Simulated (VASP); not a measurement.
# CO in VASP: further runs

Runs on CO. Level: r2SCAN. Tasks: single point.

Program: VASP 6.6.1. These are calculated values, not measurements. Logs are shortened: lines on timing, memory, paths and dates and some standing lists are left out, and cuts for length are marked.

## (1) The cell of the first run

The cell holds a disordered packing, 24 atoms: a = 9.148 Å, b = 9.148 Å, c = 9.148 Å, α = 90.00°, β = 90.00°, γ = 90.00°.

## (2) Single point, r2SCAN

File POSCAR:

```
CO
1.0
    9.1481650000      0.0000000000      0.0000000000
    0.0000000000      9.1481650000      0.0000000000
    0.0000000000      0.0000000000      9.1481650000
O C
12 12
Direct
    0.7623386767      0.2071890920      0.4058846774
    0.9162602555      0.9070562238      0.6719489646
    0.4487129386      0.7034197569      0.9610779867
    0.8737817912      0.5159832600      0.1327479336
    0.5521872419      0.5142998623      0.4389295558
    0.1404653283      0.2787116323      1.0025398536
    0.1290750659      0.2599319098      0.3938932015
    0.0966969879      0.9795516369      0.1624260166
    0.9201080217      0.4914209571      0.7178270178
    0.4562882283      0.0423363593      0.7481828323
    0.2872707259      0.7938859870      0.4717448800
    0.6353295989      0.1822004741      1.0150997495
    0.6968392022      0.1031463687      0.3720308936
    0.8030135005      0.8750825985      0.6429486132
    0.5461860384      0.7587751205      0.9961451286
    0.9389642622      0.6099146659      0.1019658041
    0.5272532798      0.4833646966      0.5527228685
    0.1187669877      0.2703165061      0.8764161993
    0.1691596074      0.3633187639      0.4457833893
    0.2088178340      0.9234310925      0.1437446745
    0.9015797157      0.4786861627      0.5994098270
    0.4703894169      0.0938439567      0.6369911343
    0.1778498748      0.7404326441      0.4748383966
    0.7392958041      0.1684053578      0.9566508693
```

File INCAR.step1:

```
SYSTEM = CO
PREC = Accurate
ENCUT = 520
ISMEAR = -1
SIGMA = 0.05
LREAL = Auto
LASPH = .True.
NELM = 60
NBANDS = 78
GGA = PE
ALGO = Normal
EDIFF = 1E-4
LWAVE = .True.
LCHARG = .False.
```

File INCAR.step2:

```
SYSTEM = CO
PREC = Accurate
ENCUT = 520
EDIFF = 1E-6
ISMEAR = -1
SIGMA = 0.05
LREAL = Auto
LASPH = .True.
NELM = 60
ALGO = Normal
ISIF = 2
LWAVE = .False.
LCHARG = .False.
METAGGA = R2SCAN
LMIXTAU = .True.
NBANDS = 78
ISTART = 1
```

File KPOINTS:

```
Automatic mesh
0
Gamma
  1 1 1
  0 0 0
```

Potentials or basis: VASP PAW PBE potentials, release 64 (O, C).

Command:

```bash
$ cat potpaw_PBE.64/O/POTCAR potpaw_PBE.64/C/POTCAR > POTCAR
$ cp INCAR.step1 INCAR
$ mpirun -np 1 vasp_gam > vasp.out
$ cp INCAR.step2 INCAR
$ mpirun -np 1 vasp_gam > vasp.out
```

OUTCAR:

```text
SYSTEM = CO
   PREC = Accurate
   ENCUT = 520
   EDIFF = 1E-6
   ISMEAR = -1
   LREAL = Auto
   LASPH = .True.
   NELM = 60
   ISIF = 2
   METAGGA = R2SCAN
   ISTART = 1

 ion  position               nearest neighbor table
   1  0.762  0.207  0.406-  13 1.17
   2  0.916  0.907  0.672-  14 1.11
   3  0.449  0.703  0.961-  15 1.07
   4  0.874  0.516  0.133-  16 1.08
   5  0.552  0.514  0.439-  17 1.10
   6  0.140  0.279  0.003-  18 1.17
[... 16 lines left out ...]
  23  0.178  0.740  0.475-  11 1.11
  24  0.739  0.168  0.957-  12 1.10

  LATTYP: Found a simple cubic cell.
 ALAT       =     9.1481650000

  Lattice vectors:

 A1 = (   9.1481650000,   0.0000000000,   0.0000000000)
 A2 = (   0.0000000000,   9.1481650000,   0.0000000000)
 A3 = (   0.0000000000,   0.0000000000,   9.1481650000)

Analysis of symmetry for initial positions (statically):
=====================================================================
 Subroutine PRICEL returns:
 Original cell was already a primitive cell.

 Routine SETGRP: Setting up the symmetry group for a
 simple cubic supercell.

 Subroutine GETGRP returns: Found  1 space group operations
 (whereof  1 operations were pure point group operations)
 out of a pool of 48 trial point group operations.

The static configuration has the point symmetry C_1 .

Analysis of symmetry for dynamics (positions and initial velocities):
=====================================================================
 Subroutine PRICEL returns:
 Original cell was already a primitive cell.

 Routine SETGRP: Setting up the symmetry group for a
 simple cubic supercell.

 Subroutine GETGRP returns: Found  1 space group operations
 (whereof  1 operations were pure point group operations)
 out of a pool of 48 trial point group operations.

The dynamic configuration has the point symmetry C_1 .

 Subroutine INISYM returns: Found  1 space group operations
 (whereof  1 operations are pure point group operations),
 and found     1 'primitive' translations

----------------------------------------------------------------------------------------

                                     Primitive cell

  volume of cell :     765.6001

  direct lattice vectors                    reciprocal lattice vectors
     9.148165000  0.000000000  0.000000000     0.109311540  0.000000000  0.000000000
     0.000000000  9.148165000  0.000000000     0.000000000  0.109311540  0.000000000
     0.000000000  0.000000000  9.148165000     0.000000000  0.000000000  0.109311540

  length of vectors
     9.148165000  9.148165000  9.148165000     0.109311540  0.109311540  0.109311540

  position of ions in fractional coordinates (direct lattice)
     0.762338677  0.207189092  0.405884677
     0.916260255  0.907056224  0.671948965
     0.448712939  0.703419757  0.961077987
     0.873781791  0.515983260  0.132747934
     0.552187242  0.514299862  0.438929556
     0.140465328  0.278711632  0.002539854
[... 16 lines left out ...]
     0.177849875  0.740432644  0.474838397
     0.739295804  0.168405358  0.956650869

  ion indices of the primitive-cell ions
   primitive index   ion index
                 1           1
                 2           2
                 3           3
                 4           4
                 5           5
                 6           6
[... 16 lines left out ...]
                23          23
                24          24

----------------------------------------------------------------------------------------

 KPOINTS: Automatic mesh

Automatic generation of k-mesh.
 Grid dimensions read from file:
 generate k-points for:    1    1    1

 Generating k-lattice:

  Cartesian coordinates                     Fractional coordinates (reciprocal lattice)
     0.109311540  0.000000000  0.000000000     1.000000000  0.000000000  0.000000000
     0.000000000  0.109311540  0.000000000     0.000000000  1.000000000  0.000000000
     0.000000000  0.000000000  0.109311540     0.000000000  0.000000000  1.000000000

  Length of vectors
     0.109311540  0.109311540  0.109311540

  Shift w.r.t. Gamma in fractional coordinates (k-lattice)
     0.000000000  0.000000000  0.000000000

 Subroutine IBZKPT returns following result:
 ===========================================

 Found      1 irreducible k-points:

 Following reciprocal coordinates:
            Coordinates               Weight
  0.000000  0.000000  0.000000      1.000000
   k-points           NKPTS =      1   k-points in BZ     NKDIM =      1   number of bands    NBANDS=     78
   number of dos      NEDOS =    301   number of ions     NIONS =     24
   total plane-waves  NPLWV = 343000
   dimension x,y,z NGX =    70 NGY =   70 NGZ =   70
   dimension x,y,z NGXF=   140 NGYF=  140 NGZF=  140
   ions per type =              12  12
   NGX,Y,Z   is equivalent  to a cutoff of  12.72, 12.72, 12.72 a.u.
   NGXF,Y,Z  is equivalent  to a cutoff of  25.44, 25.44, 25.44 a.u.
 SYSTEM =  CO
   PREC   = accura    normal or accurate (medium, high low for compatibility)
   ISTART =      1    job   : 0-new  1-cont  2-samecut
   ICHARG =      0    charge: 1-file 2-atom 10-const
   ISPIN  =      1    spin polarized calculation?
   LNONCOLLINEAR =      F non collinear calculations
   LSORBIT =      F    spin-orbit coupling
   LASPH  =      T    aspherical Exc in radial PAW
   ENCUT  =  520.0 eV  38.22 Ry    6.18 a.u.  17.01 17.01 17.01*2*pi/ulx,y,z
   NELM   =     60;   NELMIN=  2; NELMDL=  0     # of ELM steps
   EDIFF  = 0.1E-05   stopping-criterion for ELM
   LREAL  =      T    real-space projection
   EDIFFG = 0.1E-04   stopping-criterion for IOM
   NSW    =      0    number of steps for IOM
   IBRION =     -1    ionic relax: 0-MD 1-quasi-New 2-CG
   NFREE  =      0    steps in history (QN), initial steepest desc. (CG)
   ISIF   =      2    stress and relaxation
   ISYM   =      2    0-nonsym 1-usesym 2-fastsym
   POTIM  = 0.5000    time-step for ionic-motion
   TEBEG  =    0.0;   TEEND  =   0.0 temperature during run
   PSTRESS=    0.0 pullay stress
   NELECT =     120.0000    total number of electrons
   NUPDOWN=      -1.0000    fix difference up-down
   EMIN   =  10.00;   EMAX   =-10.00  energy-range for DOS
   EFERMI =   0.00;   METHOD = LEGACY
   ISMEAR =    -1;   SIGMA  =   0.05  broadening in eV -4-tet -1-fermi 0-gaus
   EFERMI_NEDOS =   21; number of points for ismear=-14 and -15
   IALGO  =     38    algorithm
   IMIX   =      4    mixing-type and parameters
     AMIX     =   0.40;   BMIX     =  1.00
     AMIX_MAG =   1.60;   BMIX_MAG =  1.00
  volume/ion in A,a.u.               =      31.90       215.27
  Fermi-wavevector in a.u.,A,eV,Ry     =   0.882676  1.668016 10.600526  0.779117
  Thomas-Fermi vector in A             =   2.003339
   LORBIT       =      0    0 simple, 1 ext, 2 COOP (PROOUT), +10 PAW based schemes
   METAGGA = R2SCAN    functional components
   LHFCALC =     F    Hartree Fock is set to
   AEXX    =    0.0000 exact exchange contribution
   IVDW    =     0    specifies the selected vdW correction
   LEPSILON=     F    determine dielectric tensor
   LRPA    =     F    only Hartree local field effects (RPA)
 non-spin polarized calculation
  energy-cutoff  :      520.00
  volume of cell :      765.60
 maximum number of plane-waves:     10240
 NGX is ok and might be reduce to    70
   NGX = 35   NGY = 35   NGZ = 35

 number of electron     120.0000007 magnetization

 Free energy of the ion-electron system (eV)
  ---------------------------------------------------
  ext. energy  EPLUGINS =         0.00000000
  ---------------------------------------------------
  free energy    TOTEN  =      -196.89867921 eV

  energy without entropy =     -196.89867921  energy(sigma->0) =     -196.89867921

 E-fermi :  -5.4322     XC(G=0):  -5.0795

 val. band max:       -6.6694188129   @ k =   0.0000   0.0000   0.0000
 cond. band min:      -0.0091942124   @ k =   0.0000   0.0000   0.0000
 fundamental gap:      6.6602246006
 Fermi energy:        -5.4322052335

 k-point     1 :       0.0000    0.0000    0.0000
  band No.  band energies     occupation
      1     -29.2324      2.00000
      2     -29.1700      2.00000
      3     -29.0236      2.00000
      4     -28.9584      2.00000
      5     -28.9224      2.00000
      6     -28.8798      2.00000
[... 64 lines left out ...]
     71       0.7477      0.00000
     72       0.8124      0.00000
 [bands above 72 left out]

------------------------ aborting loop because EDIFF is reached ----------------------------------------

  FORCE on cell =-STRESS in cart. coord.  units (eV):
  Direction    XX          YY          ZZ          XY          YZ          ZX
  --------------------------------------------------------------------------------------
  -------------------------------------------------------------------------------------
  Total       15.7079034      6.8084242      7.8599840      9.2292898     -1.3215353     -1.2401671
  in kB       32.8720537     14.2480431     16.4486507     19.3142076     -2.7655875     -2.5953075
  external PRESSURE =      21.1895825 kB  Pullay stress =       0.0000000 kB

 VOLUME and BASIS-vectors are now :
 -----------------------------------------------------------------------------
  energy-cutoff  :      520.00
  volume of cell :      765.60
      direct lattice vectors                 reciprocal lattice vectors
     9.148165000  0.000000000  0.000000000     0.109311540  0.000000000  0.000000000
     0.000000000  9.148165000  0.000000000     0.000000000  0.109311540  0.000000000
     0.000000000  0.000000000  9.148165000     0.000000000  0.000000000  0.109311540

 POSITION                                       TOTAL-FORCE (eV/Angst)
 -----------------------------------------------------------------------------------
      6.97400      1.89540      3.71310        -1.717816     -2.713288     -0.883490
      8.38210      8.29790      6.14710         3.210016      0.913497      0.816745
      4.10490      6.43500      8.79210        -7.479757     -4.272061     -2.705624
      7.99350      4.72030      1.21440        -4.158767     -5.975571      1.943053
      5.05150      4.70490      4.01540         0.853673      1.111144     -4.094358
      1.28500      2.54970      0.02323        -0.688702     -0.213529     -3.968157
[... 16 lines left out ...]
      1.62700      6.77360      4.34390        -2.444279     -1.162993      0.073138
      6.76320      1.54060      8.75160         4.302221     -0.568830     -2.432384
 -----------------------------------------------------------------------------------
    total drift:                               -0.014346     -0.018962     -0.019037

  FREE ENERGIE OF THE ION-ELECTRON SYSTEM (eV)
  ---------------------------------------------------
  free  energy   TOTEN  =      -196.8986792132 eV

  energy  without entropy=     -196.8986792132  energy(sigma->0) =     -196.89867921
```

It took 7.6 min on 1 thread of AMD EPYC 7R43 (Zen 3), shared host; peak memory 0.7 GiB.

What came out:

- Free energy: -196.8987 eV
- Pressure: 2.1 GPa
- Largest force: 9.040 eV/Å

Forces in eV/Å, atoms in the order of the input:
```
O   -1.718 -2.713 -0.883
O    3.210  0.913  0.817
O   -7.480 -4.272 -2.706
O   -4.159 -5.976  1.943
O    0.854  1.111 -4.094
O   -0.689 -0.214 -3.968
O   -0.612 -1.604 -0.798
O    2.448 -1.245 -0.394
O    0.642  0.520  4.383
O   -0.115 -0.362  0.721
O    2.438  1.159 -0.030
O   -4.290  0.594  2.440
C    1.743  2.684  0.814
C   -3.206 -0.920 -0.780
C    7.513  4.254  2.678
C    4.160  5.955 -1.931
C   -0.865 -1.100  4.081
C    0.750  0.192  3.957
C    0.682  1.524  0.762
C   -2.480  1.273  0.379
C   -0.715 -0.401 -4.332
C    0.030  0.357 -0.700
C   -2.444 -1.163  0.073
C    4.302 -0.569 -2.432
```

Stress tensor (GPa, compression positive):
```
 3.29  1.93 -0.26
 1.93  1.42 -0.28
-0.26 -0.28  1.64
```

Caveat: the k points lie up to 0.69 Å⁻¹ apart; the PAW data sets were made with another functional, which shifts forces and pressure a little.

(Continued in part 2 of 3.)
